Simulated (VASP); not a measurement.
# Au (I4/mmm) in VASP: a series of runs

Runs on Au. Level: PBE. Tasks: single point.

Everything below comes from runs of VASP 6.6.1. Logs are shortened: lines on timing, memory, paths and dates and some standing lists are left out, and cuts for length are marked.

**1. The cell of the first run**

Symmetry: I4/mmm, No. 139, tetragonal system. Conventional cell: a = 2.999 Å, b = 2.999 Å, c = 4.015 Å, α = 90.00°, β = 90.00°, γ = 90.00°. Within 3.8 Å of Au (site symmetry 4/mmm) lie 12 Au at 2.92 to 3.00 Å.

**2. Single point, PBE (biaxial strain in the a-b plane: +2.0 %, then relaxed in part)**

Input file INCAR:

```
SYSTEM = Au
  ALGO = Fast
  EDIFF = 1E-6
  ENCUT = 520
  GGA = PE
  ISIF = 2
  ISMEAR = 0
  LASPH = .True.
  LCHARG = .False.
  LREAL = .False.
  LWAVE = .False.
  NBANDS = 18
  NELM = 100
  PREC = Accurate
  SIGMA = 0.1
```

Input file KPOINTS:

```
k-points
0
Gamma
  18 18 12
  0 0 0
```

Input file POSCAR:

```
Au
1.0
    2.1205270409      2.1205270409      0.0000000000
   -2.1205270409      2.1205270409      0.0000000000
    0.0000000000      0.0000000000      4.0147654919
Au
2
Direct
    0.0000000000      0.0000000000      0.0000000000
    0.5000000000      0.5000000000      0.5000000000
```

Potentials or basis: VASP PAW PBE potentials, release 64 (Au).

Launch:

```console
> cat potpaw_PBE.64/Au/POTCAR > POTCAR
> mpirun -np 1 vasp_std > vasp.out
```

OUTCAR:

```text
SYSTEM = Au
   EDIFF = 1E-6
   ENCUT = 520
   GGA = PE
   ISIF = 2
   ISMEAR = 0
   LASPH = .True.
   LREAL = .False.
   NELM = 100
   PREC = Accurate

 ion  position               nearest neighbor table
   1  0.000  0.000  0.000-   2 2.92   2 2.92   2 2.92   2 2.92   2 2.92   2 2.92   2 2.92   2 2.92

   2  0.500  0.500  0.500-   1 2.92   1 2.92   1 2.92   1 2.92   1 2.92   1 2.92   1 2.92   1 2.92

  LATTYP: Found a simple tetragonal cell.
 ALAT       =     2.9988781006
 C/A-ratio  =     1.3387558137

  Lattice vectors:

 A1 = (   2.1205270409,   2.1205270409,   0.0000000000)
 A2 = (  -2.1205270409,   2.1205270409,   0.0000000000)
 A3 = (   0.0000000000,   0.0000000000,   4.0147654919)

Analysis of symmetry for initial positions (statically):
=====================================================================
 Subroutine PRICEL returns following result:

  LATTYP: Found a body centered tetragonal cell.
 ALAT       =     2.9988781006
 C/A-ratio  =     1.3387558137

  Lattice vectors:

 A1 = (   0.0000000000,  -2.1205270409,  -2.0073827460)
 A2 = (   0.0000000000,   2.1205270409,  -2.0073827459)
 A3 = (   2.1205270409,   0.0000000000,   2.0073827460)

   2 primitive cells build up your supercell.

 Routine SETGRP: Setting up the symmetry group for a
 simple tetragonal supercell.

 Subroutine GETGRP returns: Found 16 space group operations
 (whereof 16 operations were pure point group operations)
 out of a pool of 16 trial point group operations.

The static configuration has the point symmetry D_4h.

Analysis of symmetry for dynamics (positions and initial velocities):
=====================================================================
 Subroutine PRICEL returns following result:

  LATTYP: Found a body centered tetragonal cell.
 ALAT       =     2.9988781006
 C/A-ratio  =     1.3387558137

  Lattice vectors:

 A1 = (   0.0000000000,  -2.1205270409,  -2.0073827460)
 A2 = (   0.0000000000,   2.1205270409,  -2.0073827459)
 A3 = (   2.1205270409,   0.0000000000,   2.0073827460)

   2 primitive cells build up your supercell.

 Routine SETGRP: Setting up the symmetry group for a
 simple tetragonal supercell.

 Subroutine GETGRP returns: Found 16 space group operations
[... 89 lines left out ...]
   NGX,Y,Z   is equivalent  to a cutoff of  13.30, 13.30, 12.42 a.u.
   NGXF,Y,Z  is equivalent  to a cutoff of  26.61, 26.61, 24.85 a.u.
 SYSTEM =  Au
   PREC   = accura    normal or accurate (medium, high low for compatibility)
   ISTART =      0    job   : 0-new  1-cont  2-samecut
   ICHARG =      2    charge: 1-file 2-atom 10-const
   ISPIN  =      1    spin polarized calculation?
   LNONCOLLINEAR =      F non collinear calculations
   LSORBIT =      F    spin-orbit coupling
   LASPH  =      T    aspherical Exc in radial PAW
   ENCUT  =  520.0 eV  38.22 Ry    6.18 a.u.   5.58  5.58  7.46*2*pi/ulx,y,z
   NELM   =    100;   NELMIN=  2; NELMDL= -5     # of ELM steps
   EDIFF  = 0.1E-05   stopping-criterion for ELM
   LREAL  =      F    real-space projection
   EDIFFG = 0.1E-04   stopping-criterion for IOM
   NSW    =      0    number of steps for IOM
   IBRION =     -1    ionic relax: 0-MD 1-quasi-New 2-CG
   NFREE  =      0    steps in history (QN), initial steepest desc. (CG)
   ISIF   =      2    stress and relaxation
   ISYM   =      2    0-nonsym 1-usesym 2-fastsym
   POTIM  = 0.5000    time-step for ionic-motion
   TEBEG  =    0.0;   TEEND  =   0.0 temperature during run
   PSTRESS=    0.0 pullay stress
   NELECT =      22.0000    total number of electrons
   NUPDOWN=      -1.0000    fix difference up-down
   EMIN   =  10.00;   EMAX   =-10.00  energy-range for DOS
   EFERMI =   0.00;   METHOD = LEGACY
   ISMEAR =     0;   SIGMA  =   0.10  broadening in eV -4-tet -1-fermi 0-gaus
   EFERMI_NEDOS =   21; number of points for ismear=-14 and -15
   IALGO  =     68    algorithm
   IMIX   =      4    mixing-type and parameters
     AMIX     =   0.40;   BMIX     =  1.00
     AMIX_MAG =   1.60;   BMIX_MAG =  1.00
  volume/ion in A,a.u.               =      18.05       121.83
  Fermi-wavevector in a.u.,A,eV,Ry     =   1.387895  2.622740 26.208238  1.926251
  Thomas-Fermi vector in A             =   2.512072
   LORBIT       =      0    0 simple, 1 ext, 2 COOP (PROOUT), +10 PAW based schemes
   GGA     = PE    functional components
   LHFCALC =     F    Hartree Fock is set to
   AEXX    =    0.0000 exact exchange contribution
   IVDW    =     0    specifies the selected vdW correction
   LEPSILON=     F    determine dielectric tensor
   LRPA    =     F    only Hartree local field effects (RPA)
 non-spin polarized calculation
 RMM-DIIS sequential band-by-band and
 Gauss-broadening in eV      SIGMA  =   0.10
  energy-cutoff  :      520.00
  volume of cell :       36.11
 maximum number of plane-waves:       991
 NGX is ok and might be reduce to    24
   NGX = 11   NGY = 11   NGZ = 15

 number of electron      22.0000006 magnetization

 Free energy of the ion-electron system (eV)
  ---------------------------------------------------
  ext. energy  EPLUGINS =         0.00000000
  ---------------------------------------------------
  free energy    TOTEN  =        -6.43951622 eV

  energy without entropy =       -6.43666460  energy(sigma->0) =       -6.43809041

 E-fermi :   8.5942     XC(G=0): -12.3736

 val. band max:        8.5847491469   @ k =   0.1667   0.1667   0.3333
 cond. band min:       8.5964862757   @ k =   0.2222   0.2222   0.4167
 fundamental gap:      0.0117371287
 Fermi energy:         8.5941995920

 k-point     1 :       0.0000    0.0000    0.0000
  band No.  band energies     occupation
      1      -0.7181      2.00000
      2       2.0444      2.00000
      3       2.2879      2.00000
      4       4.0149      2.00000
      5       4.0149      2.00000
      6       4.4392      2.00000
[... 481 lines left out ...]
      5       4.1605      2.00000
      6       4.3792      2.00000
[... 10 lines left out ...]
     17      22.3778      0.00000
     18      24.8222      0.00000

 [... further k-points ...]
[... 5 lines left out ...]
  --------------------------------------------------------------------------------------
  -------------------------------------------------------------------------------------
  Total       -0.2296425     -0.2296425     -0.0316450      0.0000000      0.0000000     -0.0000000
  in kB      -10.1902526    -10.1902526     -1.4042273      0.0000000      0.0000000     -0.0000000
  external PRESSURE =      -7.2615775 kB  Pullay stress =       0.0000000 kB

 VOLUME and BASIS-vectors are now :
 -----------------------------------------------------------------------------
  energy-cutoff  :      520.00
  volume of cell :       36.11
      direct lattice vectors                 reciprocal lattice vectors
     2.120527041  2.120527041  0.000000000     0.235790438  0.235790438  0.000000000
    -2.120527041  2.120527041  0.000000000    -0.235790438  0.235790438  0.000000000
     0.000000000  0.000000000  4.014765492     0.000000000  0.000000000  0.249080551

 POSITION                                       TOTAL-FORCE (eV/Angst)
 -----------------------------------------------------------------------------------
      0.00000      0.00000      0.00000        -0.000000     -0.000000      0.000000
      0.00000      2.12053      2.00738         0.000000      0.000000     -0.000000
 -----------------------------------------------------------------------------------
    total drift:                               -0.000000      0.000000     -0.000000

  FREE ENERGIE OF THE ION-ELECTRON SYSTEM (eV)
  ---------------------------------------------------
  free  energy   TOTEN  =        -6.4395162172 eV

  energy  without entropy=       -6.4366646016  energy(sigma->0) =       -6.43809041
```

stdout:

```text
POSCAR found type information on POSCAR Au
 POSCAR found :  1 types and       2 ions
 scaLAPACK will be used
 LDA part: xc-table for (Slater+PW92), standard interpolation
 POSCAR, INCAR and KPOINTS ok, starting setup
 FFT: planning ... GRIDC
 FFT: planning ... GRID_SOFT
 FFT: planning ... GRID
 WAVECAR not read
 entering main loop
```

Wall time 72 s (1 thread of Intel Xeon Platinum 8488C (Sapphire Rapids), shared host); peak memory 0.31 GiB.

Results:

```yaml
Free_energy: -6.4395 eV
Pressure: -0.7 GPa
Band_gap_on_the_k_mesh: zero (band 11 reaches 12.62 eV, above the bottom of band 12 at 5.88 eV)
```

Caveat: the cell differs from its parent crystal (biaxial strain in the a-b plane: +2.0 %, then relaxed in part); spin-orbit coupling is left out, which moves the levels of the heavy elements.

**3. Single point, PBE (biaxial strain in the a-b plane: +3.0 %, then relaxed in part)**

Input file INCAR:

```
PREC = Accurate ; ENCUT = 520
EDIFF = 1E-7 ; ISMEAR = 0
SIGMA = 0.1 ; LREAL = F
LASPH = T ; NELM = 60
ALGO = Fast ; ISIF = 2
LWAVE = F ; LCHARG = T
GGA = PE ; LELF = T
LVHAR = T ; NBANDS = 18
```

Input file KPOINTS:

```
Automatic mesh
0
Gamma
  18 18 12
```

Input file POSCAR:

```
Au
1.0
    2.1413165217      2.1413165217      0.0000000000
   -2.1413165217      2.1413165217      0.0000000000
    0.0000000000      0.0000000000      3.9454306503
Au
2
Direct
    0.0000000000      0.0000000000      0.0000000000
    0.5000000000      0.5000000000      0.5000000000
```

Potentials or basis: VASP PAW PBE potentials, release 64 (Au).

Launch:

```console
> cat potpaw_PBE.64/Au/POTCAR > POTCAR
> mpirun -np 1 vasp_std > vasp.out
```

OUTCAR:

```text
PREC = Accurate
   ENCUT = 520
   EDIFF = 1E-7
   ISMEAR = 0
   LREAL = F
   LASPH = T
   NELM = 60
   ISIF = 2
   GGA = PE

 ion  position               nearest neighbor table
   1  0.000  0.000  0.000-   2 2.91   2 2.91   2 2.91   2 2.91   2 2.91   2 2.91   2 2.91   2 2.91

   2  0.500  0.500  0.500-   1 2.91   1 2.91   1 2.91   1 2.91   1 2.91   1 2.91   1 2.91   1 2.91

  LATTYP: Found a simple tetragonal cell.
 ALAT       =     3.0282788663
 C/A-ratio  =     1.3028623930

  Lattice vectors:

 A1 = (   2.1413165217,   2.1413165217,   0.0000000000)
 A2 = (  -2.1413165217,   2.1413165217,   0.0000000000)
 A3 = (   0.0000000000,   0.0000000000,   3.9454306503)

Analysis of symmetry for initial positions (statically):
=====================================================================
 Subroutine PRICEL returns following result:

  LATTYP: Found a body centered tetragonal cell.
 ALAT       =     3.0282788663
 C/A-ratio  =     1.3028623930

  Lattice vectors:

 A1 = (   0.0000000000,  -2.1413165217,  -1.9727153251)
 A2 = (   0.0000000000,   2.1413165217,  -1.9727153252)
 A3 = (   2.1413165217,   0.0000000000,   1.9727153252)

   2 primitive cells build up your supercell.

 Routine SETGRP: Setting up the symmetry group for a
 simple tetragonal supercell.

 Subroutine GETGRP returns: Found 16 space group operations
 (whereof 16 operations were pure point group operations)
 out of a pool of 16 trial point group operations.

The static configuration has the point symmetry D_4h.

Analysis of symmetry for dynamics (positions and initial velocities):
=====================================================================
 Subroutine PRICEL returns following result:

  LATTYP: Found a body centered tetragonal cell.
 ALAT       =     3.0282788663
 C/A-ratio  =     1.3028623930

[... 128 lines left out ...]
   ISMEAR =     0;   SIGMA  =   0.10  broadening in eV -4-tet -1-fermi 0-gaus
   EFERMI_NEDOS =   21; number of points for ismear=-14 and -15
   IALGO  =     68    algorithm
   IMIX   =      4    mixing-type and parameters
     AMIX     =   0.40;   BMIX     =  1.00
     AMIX_MAG =   1.60;   BMIX_MAG =  1.00
  volume/ion in A,a.u.               =      18.09       122.08
  Fermi-wavevector in a.u.,A,eV,Ry     =   1.386927  2.620912 26.171720  1.923567
  Thomas-Fermi vector in A             =   2.511197
   LORBIT       =      0    0 simple, 1 ext, 2 COOP (PROOUT), +10 PAW based schemes
   GGA     = PE    functional components
   LHFCALC =     F    Hartree Fock is set to
   AEXX    =    0.0000 exact exchange contribution
   IVDW    =     0    specifies the selected vdW correction
   LEPSILON=     F    determine dielectric tensor
   LRPA    =     F    only Hartree local field effects (RPA)
 non-spin polarized calculation
 RMM-DIIS sequential band-by-band and
 Gauss-broadening in eV      SIGMA  =   0.10
  energy-cutoff  :      520.00
  volume of cell :       36.18
 maximum number of plane-waves:       993
 NGX is ok and might be reduce to    24
   NGX = 11   NGY = 11   NGZ = 15

 number of electron      22.0000006 magnetization

 Free energy of the ion-electron system (eV)
  ---------------------------------------------------
  ext. energy  EPLUGINS =         0.00000000
  ---------------------------------------------------
  free energy    TOTEN  =        -6.43484596 eV

  energy without entropy =       -6.43211328  energy(sigma->0) =       -6.43347962

 E-fermi :   8.5461     XC(G=0): -12.3611

 val. band max:        8.5229621675   @ k =   0.4444   0.0000   0.0833
 cond. band min:       8.5501428305   @ k =   0.3889   0.2778   0.3333
 fundamental gap:      0.0271806630
 Fermi energy:         8.5461348687

 k-point     1 :       0.0000    0.0000    0.0000
  band No.  band energies     occupation
      1      -0.7291      2.00000
      2       2.0515      2.00000
      3       2.2710      2.00000
      4       3.9410      2.00000
      5       3.9410      2.00000
      6       4.5560      2.00000
[... 481 lines left out ...]
      5       4.1996      2.00000
      6       4.3631      2.00000
[... 10 lines left out ...]
     17      22.5229      0.00000
     18      24.5257      0.00000

 [... further k-points ...]

------------------------ aborting loop because EDIFF is reached ----------------------------------------

  FORCE on cell =-STRESS in cart. coord.  units (eV):
  Direction    XX          YY          ZZ          XY          YZ          ZX
  --------------------------------------------------------------------------------------
  -------------------------------------------------------------------------------------
  Total       -0.3205154     -0.3205154     -0.0548561      0.0000000      0.0000000      0.0000000
  in kB      -14.1929731    -14.1929731     -2.4291244      0.0000000      0.0000000      0.0000000
  external PRESSURE =     -10.2716902 kB  Pullay stress =       0.0000000 kB

 VOLUME and BASIS-vectors are now :
 -----------------------------------------------------------------------------
  energy-cutoff  :      520.00
  volume of cell :       36.18
      direct lattice vectors                 reciprocal lattice vectors
     2.141316522  2.141316522  0.000000000     0.233501211  0.233501211  0.000000000
    -2.141316522  2.141316522  0.000000000    -0.233501211  0.233501211  0.000000000
     0.000000000  0.000000000  3.945430650     0.000000000  0.000000000  0.253457756

 POSITION                                       TOTAL-FORCE (eV/Angst)
 -----------------------------------------------------------------------------------
      0.00000      0.00000      0.00000         0.000000     -0.000000     -0.000000
      0.00000      2.14132      1.97272        -0.000000      0.000000      0.000000
 -----------------------------------------------------------------------------------
    total drift:                               -0.000000      0.000000     -0.000000

  FREE ENERGIE OF THE ION-ELECTRON SYSTEM (eV)
  ---------------------------------------------------
  free  energy   TOTEN  =        -6.4348459583 eV

  energy  without entropy=       -6.4321132825  energy(sigma->0) =       -6.43347962
```

stdout:

```text
POSCAR found type information on POSCAR Au
 POSCAR found :  1 types and       2 ions
 scaLAPACK will be used
 LDA part: xc-table for (Slater+PW92), standard interpolation
 POSCAR, INCAR and KPOINTS ok, starting setup
 FFT: planning ... GRIDC
 FFT: planning ... GRID_SOFT
 FFT: planning ... GRID
 WAVECAR not read
 entering main loop
```

It took 84 s on 1 thread of Intel Xeon Platinum 8488C (Sapphire Rapids), shared host; peak memory 0.3 GiB.

Results:

```
Free energy            : -6.4348 eV
Pressure               : -1.0 GPa
Band gap on the k mesh : zero (band 11 reaches 12.51 eV, above the bottom of band 12 at 5.79 eV)
```

Caveat: the cell differs from its parent crystal (biaxial strain in the a-b plane: +3.0 %, then relaxed in part); spin-orbit coupling is left out, which moves the levels of the heavy elements.

**4. Single point, PBE (biaxial strain in the a-b plane: +3.0 %)**

Input file INCAR:

```
SYSTEM = Au
ALGO = Fast ; EDIFF = 1E-6
ENCUT = 520 ; GGA = PE
ISIF = 2 ; ISMEAR = 0
LASPH = .TRUE. ; LCHARG = .FALSE.
LREAL = .FALSE. ; LWAVE = .FALSE.
NBANDS = 18 ; NELM = 60
PREC = Accurate ; SIGMA = 0.1
```

Input file KPOINTS:

```
k-points
0
G
  18 18 12
  0 0 0
```

Edit POSCAR of step 3 so:

```diff
@@ -4,3 +4,3 @@
    -2.1413165217      2.1413165217      0.0000000000
-    0.0000000000      0.0000000000      3.9454306503
+    0.0000000000      0.0000000000      4.0830540278
 Au
```

Launch:

```console
> cat potpaw_PBE.64/Au/POTCAR > POTCAR
> mpirun -np 1 vasp_std > vasp.out
```

Run time: 85 s. Hardware: 1 thread of Intel Xeon Platinum 8488C (Sapphire Rapids), shared host; peak memory 0.31 GiB.

The run converged. Its results:

```
Free energy            : -6.4154 eV
Pressure               : -5.1 GPa
Band gap on the k mesh : zero (band 11 reaches 12.00 eV, above the bottom of band 12 at 5.41 eV)
```

Stress tensor (GPa, compression positive):
```
-5.35  0.00  0.00
 0.00 -5.35  0.00
 0.00  0.00 -4.69
```

Levels at points of the mesh, in eV from the Fermi level:
```tsv
k point	band 9	band 10	band 11	band 12	band 13	band 14
(0.00, 0.00, 0.00)	-2.00	-1.67	-1.67	1.77	5.69	9.17
(0.50, 0.00, 0.00)	-3.05	-3.05	-0.64	-0.64	8.58	8.58
(0.50, 0.50, 0.00)	-1.57	-1.57	1.00	1.00	4.69	4.69
(0.00, 0.00, 0.50)	-3.29	-3.29	-2.62	-2.62	13.80	13.80
(0.50, 0.00, 0.50)	-1.87	-1.87	-0.56	-0.56	2.57	2.57
(0.50, 0.50, 0.50)	-1.83	-1.83	3.82	3.82	6.05	6.05
```

Caveat: the cell differs from its parent crystal (biaxial strain in the a-b plane: +3.0 %); spin-orbit coupling is left out, which moves the levels of the heavy elements.

**5. The runs side by side**

| cell | further INCAR settings | gap on the mesh (eV) | pressure (GPa) |
| --- | --- | --- | --- |
| a = 2.999, b = 2.999, c = 4.015 Å, 2 atoms | ALGO = Fast; EDIFF = 1e-06; NBANDS = 18 | none | -0.7 |
| a = 3.028, b = 3.028, c = 3.945 Å, 2 atoms | ALGO = Fast; EDIFF = 1e-07; NBANDS = 18 | none | -1.0 |
| a = 3.028, b = 3.028, c = 4.083 Å, 2 atoms | ALGO = Fast; EDIFF = 1e-06; NBANDS = 18 | none | -5.1 |

Alike in all rows: task single point; level PBE; potentials or basis VASP PAW PBE potentials, release 64 (Au); no spin polarisation; k mesh 18 × 18 × 12; cutoff (eV) 520; smearing gaussian 0.1 eV.

Caveats: spin-orbit coupling is left out, which moves the levels of the heavy elements.

Absolute energies hang on the potentials; compare differences alone.
